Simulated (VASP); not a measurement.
# Ti (P-1) in VASP: single point with PBEsol

Aim: the single point of Ti with PBEsol.

Everything below comes from runs of VASP 6.6.1. Logs are shortened: lines on timing, memory, paths and dates and some standing lists are left out, and cuts for length are marked.

## (1) The cell of the first run

The typed cell holds 2 atoms: a = 2.900 Å, b = 2.900 Å, c = 4.591 Å, α = 90.00°, β = 90.00°, γ = 120.00°.

## (2) Single point, PBEsol (atom 1 (Ti) moved by (-0.200, -0.100) A along [1 1 0] and z)

INCAR

```
ALGO = Fast
EDIFF = 1E-6
ENCUT = 520
GGA = PS
ISIF = 2
ISMEAR = 0
KPAR = 4
LASPH = True
LCHARG = False
LREAL = False
LWAVE = False
NBANDS = 19
NELM = 60
PREC = Accurate
SIGMA = 0.15
```

KPOINTS

```
k-points
0
Gamma
  24 24 14
```

POSCAR

```
Ti
1.0
    2.9004352003      0.0000000000      0.0000000000
   -1.4502176001      2.5118505655      0.0000000000
    0.0000000000      0.0000000000      4.5909904468
Ti
2
Direct
    0.2564238356      0.6103650068      0.2282182078
    0.6666666667      0.3333333333      0.7500000000
```

Potentials or basis: VASP PAW PBE potentials, release 64 (Ti_sv).

The run is started by

```sh
> cat potpaw_PBE.64/Ti_sv/POTCAR > POTCAR
> mpirun -np 4 vasp_std > vasp.out
```

OUTCAR:

```text
EDIFF = 1E-6
   ENCUT = 520
   GGA = PS
   ISIF = 2
   ISMEAR = 0
   LASPH = True
   LREAL = False
   NELM = 60
   PREC = Accurate

 ion  position               nearest neighbor table
   1  0.256  0.610  0.228-   2 2.65   2 2.80   2 2.82   2 2.85
   2  0.667  0.333  0.750-   1 2.65   1 2.80   1 2.82   1 2.85

  LATTYP: Found a hexagonal cell.
 ALAT       =     2.9004352003
 C/A-ratio  =     1.5828626153

  Lattice vectors:

 A1 = (   2.9004352003,   0.0000000000,   0.0000000000)
 A2 = (  -1.4502176001,   2.5118505655,   0.0000000000)
 A3 = (   0.0000000000,   0.0000000000,   4.5909904468)

Analysis of symmetry for initial positions (statically):
=====================================================================
 Subroutine PRICEL returns:
 Original cell was already a primitive cell.

 Routine SETGRP: Setting up the symmetry group for a
 hexagonal supercell.

 Subroutine GETGRP returns: Found  2 space group operations
 (whereof  1 operations were pure point group operations)
 out of a pool of 24 trial point group operations.

The static configuration has the point symmetry C_1 .
 The point group associated with its full space group is S_2 .

Analysis of symmetry for dynamics (positions and initial velocities):
=====================================================================
 Subroutine PRICEL returns:
 Original cell was already a primitive cell.

 Routine SETGRP: Setting up the symmetry group for a
 hexagonal supercell.

 Subroutine GETGRP returns: Found  2 space group operations
 (whereof  1 operations were pure point group operations)
 out of a pool of 24 trial point group operations.

The dynamic configuration has the point symmetry C_1 .
 The point group associated with its full space group is S_2 .

 Subroutine INISYM returns: Found  2 space group operations
 (whereof  1 operations are pure point group operations),
 and found     1 'primitive' translations

----------------------------------------------------------------------------------------

                                     Primitive cell

  volume of cell :      33.4475

  direct lattice vectors                    reciprocal lattice vectors
     2.900435200  0.000000000  0.000000000     0.344775846  0.199056428  0.000000000
    -1.450217600  2.511850566  0.000000000     0.000000000  0.398112855  0.000000000
     0.000000000  0.000000000  4.590990447     0.000000000  0.000000000  0.217817922

  length of vectors
     2.900435200  2.900435200  4.590990447     0.398112855  0.398112855  0.217817922

  position of ions in fractional coordinates (direct lattice)
     0.256423836  0.610365007  0.228218208
     0.666666667  0.333333333  0.750000000

  ion indices of the primitive-cell ions
   primitive index   ion index
                 1           1
                 2           2

----------------------------------------------------------------------------------------

 KPOINTS: k-points

Automatic generation of k-mesh.
 Grid dimensions read from file:
 generate k-points for:   24   24   14

 Generating k-lattice:

  Cartesian coordinates                     Fractional coordinates (reciprocal lattice)
     0.014365660  0.008294018  0.000000000     0.041666667 -0.000000000  0.000000000
     0.000000000  0.016588036  0.000000000     0.000000000  0.041666667  0.000000000
     0.000000000  0.000000000  0.015558423     0.000000000  0.000000000  0.071428571

  Length of vectors
     0.016588036  0.016588036  0.015558423

  Shift w.r.t. Gamma in fractional coordinates (k-lattice)
     0.000000000  0.000000000  0.000000000

 Subroutine IBZKPT returns following result:
 ===========================================

 Found   4036 irreducible k-points:

 Following reciprocal coordinates:
            Coordinates               Weight
  0.000000  0.000000  0.000000      1.000000
  0.041667  0.000000  0.000000      2.000000
  0.000000  0.041667  0.000000      2.000000
 -0.041667  0.041667  0.000000      2.000000
  0.083333  0.000000  0.000000      2.000000
  0.000000  0.083333  0.000000      2.000000
[... 16 lines left out ...]
  0.333333  0.000000  0.000000      2.000000
  0.000000  0.333333  0.000000      2.000000
 [... further k-points ...]
   k-points           NKPTS =   4036   k-points in BZ     NKDIM =   4036   number of bands    NBANDS=     19
   number of dos      NEDOS =    301   number of ions     NIONS =      2
   total plane-waves  NPLWV =  20736
   dimension x,y,z NGX =    24 NGY =   24 NGZ =   36
   dimension x,y,z NGXF=    48 NGYF=   48 NGZF=   72
   ions per type =               2
   NGX,Y,Z   is equivalent  to a cutoff of  13.76, 13.76, 13.04 a.u.
   NGXF,Y,Z  is equivalent  to a cutoff of  27.51, 27.51, 26.07 a.u.
 SYSTEM =  unknown system
   PREC   = accura    normal or accurate (medium, high low for compatibility)
   ISTART =      0    job   : 0-new  1-cont  2-samecut
   ICHARG =      2    charge: 1-file 2-atom 10-const
   ISPIN  =      1    spin polarized calculation?
   LNONCOLLINEAR =      F non collinear calculations
   LSORBIT =      F    spin-orbit coupling
   LASPH  =      T    aspherical Exc in radial PAW
   ENCUT  =  520.0 eV  38.22 Ry    6.18 a.u.   5.39  5.39  8.54*2*pi/ulx,y,z
   NELM   =     60;   NELMIN=  2; NELMDL= -5     # of ELM steps
   EDIFF  = 0.1E-05   stopping-criterion for ELM
   LREAL  =      F    real-space projection
   EDIFFG = 0.1E-04   stopping-criterion for IOM
   NSW    =      0    number of steps for IOM
   IBRION =     -1    ionic relax: 0-MD 1-quasi-New 2-CG
   NFREE  =      0    steps in history (QN), initial steepest desc. (CG)
   ISIF   =      2    stress and relaxation
   ISYM   =      2    0-nonsym 1-usesym 2-fastsym
   POTIM  = 0.5000    time-step for ionic-motion
   TEBEG  =    0.0;   TEEND  =   0.0 temperature during run
   PSTRESS=    0.0 pullay stress
   NELECT =      24.0000    total number of electrons
   NUPDOWN=      -1.0000    fix difference up-down
   EMIN   =  10.00;   EMAX   =-10.00  energy-range for DOS
   EFERMI =   0.00;   METHOD = LEGACY
   ISMEAR =     0;   SIGMA  =   0.15  broadening in eV -4-tet -1-fermi 0-gaus
   EFERMI_NEDOS =   21; number of points for ismear=-14 and -15
   IALGO  =     68    algorithm
   IMIX   =      4    mixing-type and parameters
     AMIX     =   0.40;   BMIX     =  1.00
     AMIX_MAG =   1.60;   BMIX_MAG =  1.00
  volume/ion in A,a.u.               =      16.72       112.86
  Fermi-wavevector in a.u.,A,eV,Ry     =   1.465629  2.769638 29.226255  2.148069
  Thomas-Fermi vector in A             =   2.581463
   LORBIT       =      0    0 simple, 1 ext, 2 COOP (PROOUT), +10 PAW based schemes
   GGA     = PS    functional components
   LHFCALC =     F    Hartree Fock is set to
   AEXX    =    0.0000 exact exchange contribution
   IVDW    =     0    specifies the selected vdW correction
   LEPSILON=     F    determine dielectric tensor
   LRPA    =     F    only Hartree local field effects (RPA)
 non-spin polarized calculation
 RMM-DIIS sequential band-by-band and
 Gauss-broadening in eV      SIGMA  =   0.15
  energy-cutoff  :      520.00
  volume of cell :       33.45
 maximum number of plane-waves:       929
 NGX is ok and might be reduce to    24
   NGX = 11   NGY = 11   NGZ = 17

 number of electron      23.9999997 magnetization

 Free energy of the ion-electron system (eV)
  ---------------------------------------------------
  ext. energy  EPLUGINS =         0.00000000
  ---------------------------------------------------
  free energy    TOTEN  =       -16.64517130 eV

  energy without entropy =      -16.61954325  energy(sigma->0) =      -16.63235728

 E-fermi :   8.5782     XC(G=0): -11.8108

 val. band max:        8.5776472588   @ k =  -0.3333  -0.4583   0.5000
 cond. band min:       8.5781841484   @ k =   0.1667   0.0000   0.1429
 fundamental gap:      0.0005368896
 Fermi energy:         8.5781534917

 k-point     1 :       0.0000    0.0000    0.0000
  band No.  band energies     occupation
      1     -47.9551      2.00000
      2     -47.7769      2.00000
      3     -24.7072      2.00000
      4     -23.9903      2.00000
      5     -23.9289      2.00000
      6     -23.8690      2.00000
[... 11 lines left out ...]
     18      10.7307      0.00000
     19      11.5401      0.00000

 k-point     2 :       0.0417    0.0000    0.0000
  band No.  band energies     occupation
      1     -47.9529      2.00000
      2     -47.7762      2.00000
      3     -24.7024      2.00000
      4     -23.9995      2.00000
      5     -23.9333      2.00000
      6     -23.8693      2.00000
[... 11 lines left out ...]
     18      10.6797      0.00000
     19      11.5844      0.00000

 k-point     3 :       0.0000    0.0417    0.0000
  band No.  band energies     occupation
      1     -47.9531      2.00000
      2     -47.7760      2.00000
      3     -24.7033      2.00000
      4     -23.9940      2.00000
      5     -23.9384      2.00000
      6     -23.8766      2.00000
[... 11 lines left out ...]
     18      10.6866      0.00000
     19      11.7130      0.00000

 k-point     4 :      -0.0417    0.0417    0.0000
  band No.  band energies     occupation
      1     -47.9530      2.00000
      2     -47.7761      2.00000
      3     -24.7030      2.00000
      4     -23.9960      2.00000
      5     -23.9361      2.00000
      6     -23.8753      2.00000
[... 407 lines left out ...]
     18      11.3716      0.00000
     19      12.2067      0.00000

 k-point    23 :       0.3333    0.0000    0.0000
  band No.  band energies     occupation
      1     -47.8472      2.00000
      2     -47.7575      2.00000
      3     -24.4672      2.00000
      4     -24.3647      2.00000
      5     -24.2325      2.00000
      6     -24.0750      2.00000
[... 11 lines left out ...]
     18      11.5863      0.00000
     19      12.2355      0.00000

 k-point    24 :       0.0000    0.3333    0.0000
  band No.  band energies     occupation
      1     -47.8637      2.00000
      2     -47.7413      2.00000
      3     -24.5218      2.00000
      4     -24.3743      2.00000
      5     -24.2203      2.00000
      6     -24.0963      2.00000
[... 11 lines left out ...]
     18      11.6577      0.00000
     19      12.3536      0.00000

 [... further k-points ...]

------------------------ aborting loop because EDIFF is reached ----------------------------------------

  FORCE on cell =-STRESS in cart. coord.  units (eV):
  Direction    XX          YY          ZZ          XY          YZ          ZX
  --------------------------------------------------------------------------------------
  -------------------------------------------------------------------------------------
  Total        0.2791018     -0.4808225      0.1490386      0.4370816      0.0690026      0.0948145
  in kB       13.3693391    -23.0320204      7.1391432     20.9367734      3.3053134      4.5417348
  external PRESSURE =      -0.8411794 kB  Pullay stress =       0.0000000 kB

 VOLUME and BASIS-vectors are now :
 -----------------------------------------------------------------------------
  energy-cutoff  :      520.00
  volume of cell :       33.45
      direct lattice vectors                 reciprocal lattice vectors
     2.900435200  0.000000000  0.000000000     0.344775846  0.199056428  0.000000000
    -1.450217600  2.511850566  0.000000000     0.000000000  0.398112855  0.000000000
     0.000000000  0.000000000  4.590990447     0.000000000  0.000000000  0.217817922

 POSITION                                       TOTAL-FORCE (eV/Angst)
 -----------------------------------------------------------------------------------
     -0.14142      1.53315      1.04775         0.184260      0.170823      0.394200
      1.45022      0.83728      3.44324        -0.184260     -0.170823     -0.394200
 -----------------------------------------------------------------------------------
    total drift:                                0.000007      0.000012     -0.000003

  FREE ENERGIE OF THE ION-ELECTRON SYSTEM (eV)
  ---------------------------------------------------
  free  energy   TOTEN  =       -16.6451712988 eV

  energy  without entropy=      -16.6195432527  energy(sigma->0) =      -16.63235728
```

It took 50 min on 4 MPI ranks of Oxide Virtual Turin-like, shared host; peak memory 1.9 GiB.

What came out:

| Item | Value |
| --- | --- |
| Free energy | -16.6452 eV |
| Pressure | -0.1 GPa |
| Largest force | 0.467 eV/Å |
| Band gap on the k mesh | zero (bands 12 and 13 overlap by 1.21 eV) |

Forces in eV/Å, atoms in the order of the input:
```
Ti   0.184  0.171  0.394
Ti  -0.184 -0.171 -0.394
```

Stress tensor (GPa, compression positive):
```
 1.34  2.09  0.45
 2.09 -2.30  0.33
 0.45  0.33  0.71
```

Caveat: the cell differs from its parent crystal (atom 1 (Ti) moved by (-0.200, -0.100) A along [1 1 0] and z); the PAW data sets were made with another functional, which shifts forces and pressure a little.
